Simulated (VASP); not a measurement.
Here is a VASP 6.6.1 calculation.

The input INCAR:

```
  ALGO = Normal
  EDIFF = 1E-8
  ENCUT = 520
  GGA = PS
  IBRION = 8
  ISIF = 2
  ISMEAR = 0
  LASPH = True
  LCHARG = True
  LEPSILON = True
  LREAL = False
  LWAVE = False
  NBANDS = 11
  NELM = 100
  NSW = 1
  PREC = Accurate
  SIGMA = 0.01
```

Contents of KPOINTS:

```
k-points
0
Gamma
  8 8 8
```

File POSCAR:

```
BeS
1.0
    0.0000000000      2.4189631388      2.4189631388
    2.4189631388      0.0000000000      2.4189631388
    2.4189631388      2.4189631388      0.0000000000
Be S
1 1
Direct
    0.0000000000      0.0000000000      0.0000000000
    0.7500000000      0.7500000000      0.7500000000
```

Potentials or basis: VASP PAW PBE potentials, release 64 (Be, S).

The run is started by

```console
$ cat potpaw_PBE.64/Be/POTCAR potpaw_PBE.64/S/POTCAR > POTCAR
$ mpirun -np 1 vasp_std > vasp.out
```

**Question.** Estimate the electronic dielectric tensor (diagonal).

**Answer.** 5.42.

**Question.** Estimate the Born charges (mean of the diagonal).

**Answer.** Be +1.59; S -1.59 e.

**Question.** Estimate the highest phonon frequency at Γ, LO-TO splitting left out.

**Answer.** 577 cm⁻¹.

Born effective charge tensors (e):
atom 1, Be
```
1.59 0.00 0.00
0.00 1.59 0.00
0.00 0.00 1.59
```
atom 2, S
```
-1.59  0.00  0.00
 0.00 -1.59  0.00
 0.00  0.00 -1.59
```
